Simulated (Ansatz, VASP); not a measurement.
One calculation of B, two programs

File POSCAR:

```
B
1.0
    0.0000000000      2.0538575013      2.0538575013
    2.0538575013      0.0000000000      2.0538575013
    2.0538575013      2.0538575013      0.0000000000
B
2
Direct
    0.1250000000      0.1250000000      0.1250000000
    0.8750000000      0.8750000000      0.8750000000
```

File INCAR.step1:

```
SYSTEM = B
PREC = Accurate
ENCUT = 520
ISMEAR = -1
SIGMA = 0.1
LREAL = .FALSE.
LASPH = .TRUE.
NELM = 60
NBANDS = 10
GGA = PE
ALGO = Normal
EDIFF = 1E-4
LWAVE = .TRUE.
LCHARG = .FALSE.
```

File INCAR.step2:

```
SYSTEM = B
PREC = Accurate
ENCUT = 520
EDIFF = 1E-6
ISMEAR = -1
SIGMA = 0.1
LREAL = .FALSE.
LASPH = .TRUE.
NELM = 60
ALGO = Normal
ISIF = 2
LWAVE = .FALSE.
LCHARG = .TRUE.
METAGGA = R2SCAN
LMIXTAU = .TRUE.
LELF = .TRUE.
LVHAR = .TRUE.
NBANDS = 10
ISTART = 1
```

Contents of KPOINTS:

```
regular mesh
0
G
  15 15 15
  0 0 0
```

Input for Ansatz:

```yaml
crystal:
  lattice:
    - [0.0, 2.0538575013, 2.0538575013]
    - [2.0538575013, 0.0, 2.0538575013]
    - [2.0538575013, 2.0538575013, 0.0]
  atoms:
    - { symbol: B, position: [0.125, 0.125, 0.125] }
    - { symbol: B, position: [0.875, 0.875, 0.875] }
hamiltonian:
  xc: r2scan
  pseudopotentials:
    kind: paw
    azcp:
      B: "pseudopotentials/B.paw.azcp"
basis:
  ecutwfc: 500
  fft_grid_basis: typed
kpoints:
  mp_grid: { grid: [15, 15, 15], shift: [0, 0, 0] }
magnetization:
  spin_polarized: false
scf:
  occupations: { method: fermi_dirac, width: 0.1 }
  lower_state_search: "off"
output:
  stress: true
```

Alike in both runs: task single point; functional r2SCAN; k mesh 15 × 15 × 15; occupations fermi-dirac, width 0.1 eV; no spin polarisation.

```csv
,VASP,Ansatz
version,VASP 6.6.1,Ansatz 0.2.0
potentials or method,"VASP PAW PBE potentials, release 64 (B), cutoff 520 eV","plane waves (500 eV) with PAW, scalar-relativistic"
valence electrons in the cell,6,6
```

Ansatz gave:

```
pressure (GPa) : -6.7
```

**Question.** Estimate VASP's values.

**Answer.** Pressure (GPa): -6.6.

VASP's potentials were made for PBE, not for r2SCAN. With one functional, cell and mesh, what is left measures potentials, basis and numerics.
